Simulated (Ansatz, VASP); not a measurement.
# Two plane-wave programs on Ag

The input INCAR:

```
SYSTEM = Ag
PREC     = Accurate       ! precision mode
ENCUT    = 600            ! plane-wave cutoff, eV
EDIFF    = 1E-6           ! SCF threshold, eV
ISMEAR   = 0              ! smearing method
SIGMA    = 0.1            ! smearing width, eV
LREAL    = .False.        ! projectors in reciprocal space
LASPH    = .True.         ! aspherical terms in the spheres
NELM     = 80             ! most SCF steps
ALGO     = Fast           ! electronic algorithm
ISIF     = 3              ! what is computed and relaxed
LWAVE    = .False.        ! write WAVECAR
LCHARG   = .False.        ! write CHGCAR
GGA      = PE             ! functional
IBRION   = 2              ! ionic algorithm
NSW      = 100            ! ionic steps
EDIFFG   = -0.005         ! ionic threshold
```

Contents of KPOINTS:

```
Automatic mesh
0
Gamma
  18 18 18
  0 0 0
```

POSCAR

```
Ag
1.0
   -1.6556540000      1.6556540000      1.6556540000
    1.6556540000     -1.6556540000      1.6556540000
    1.6556540000      1.6556540000     -1.6556540000
Ag
1
Direct
    0.0000000000      0.0000000000      0.0000000000
```

Input for Ansatz:

```yaml
crystal:
  lattice:
    - [-1.655654, 1.655654, 1.655654]
    - [1.655654, -1.655654, 1.655654]
    - [1.655654, 1.655654, -1.655654]
  atoms:
    - { symbol: Ag, position: [0.0, 0.0, 0.0] }
basis:
  ecutwfc: 420
kpoints:
  mp_grid: { grid: [18, 18, 18] }
hamiltonian:
  xc: pbe
scf:
  occupations: { method: gaussian, width: 0.1 }
output:
  forces: true
  stress: true
  eigenvalues: true
relax:
  adjacent_minimum: "off"
  f_tol: 0.005
  max_steps: 80
  cell: { stress_tol: 0.05 }
```

Alike in both runs: task relaxation of cell and atoms; functional PBE; k mesh 18 × 18 × 18; occupations gaussian, width 0.1 eV; no spin polarisation.

```csv
,VASP,Ansatz
version,VASP 6.6.1,Ansatz 0.2.0
potentials or method,"VASP PAW PBE potentials, release 64 (Ag), cutoff 600 eV","scalar-relativistic, plane waves, PAW"
valence electrons in the cell,11,19
```

Ansatz gave:

* gap on the k mesh at the Fermi level, each at its own relaxed structure (eV): none
* relaxed volume (Å³/atom): 18.02
* relaxed cell length with the largest relative difference (Å): 2.861

Question: Estimate VASP's values.

Answer: gap on the k mesh at the Fermi level, each at its own relaxed structure (eV): none; relaxed volume (Å³/atom): 18.00; relaxed cell length with the largest relative difference (Å): 2.859.

A gap of «none» marks a metal or a gap that the smearing closes. VASP's potentials hold 11 valence electrons a cell and Ansatz's 19, so a difference there can come from the potentials and not from the codes.
